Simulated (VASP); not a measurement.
## LaS: single point with LDA

The system is LaS.

```
La S
1.0
     0.00000    2.88408    2.88408
     2.88408    0.00000    2.88408
     2.88408    2.88408    0.00000
La S
1 1
Direct
  0.00000 0.00000 0.00000
  0.50000 0.50000 0.50000
```

| Property | Result |
| --- | --- |
| Program | VASP 6.6.1 |
| Task | single point |
| Functional | LDA |
| Potentials or basis | VASP PAW LDA potentials, release 64 (La, S) |
| Cutoff | 520 eV |
| k mesh | 20 × 20 × 20 |
| Occupations | fermi-dirac, width 0.05 eV |
| Spin | no spin polarisation |
| Dipole correction | no |
| Further INCAR settings | ALGO = Normal; EDIFF = 1e-07; NBANDS = 16 |

The pressure is 0.0 GPa and the band gap on the k mesh is zero (an odd number of electrons rules out a gap without spin polarisation).

Levels at points of the mesh, in eV from the Fermi level:
| k point | band 6 | band 7 | band 8 | band 9 | band 10 | band 11 |
| --- | --- | --- | --- | --- | --- | --- |
| (0.00, 0.00, 0.00) | -3.18 | -3.18 | -3.18 | 0.19 | 0.19 | 0.19 |
| (0.50, 0.00, 0.00) | -5.81 | -4.78 | -4.78 | 1.17 | 1.56 | 1.56 |
| (0.50, 0.50, 0.00) | -3.47 | -3.18 | -3.18 | -1.97 | 1.77 | 1.77 |

It took 86 s on 1 thread of Intel(R) Xeon(R) 6975P-C (Granite Rapids), with other jobs on the host, peak memory 0.34 GiB.

Caveat: spin-orbit coupling is left out, which moves the levels of the heavy elements.
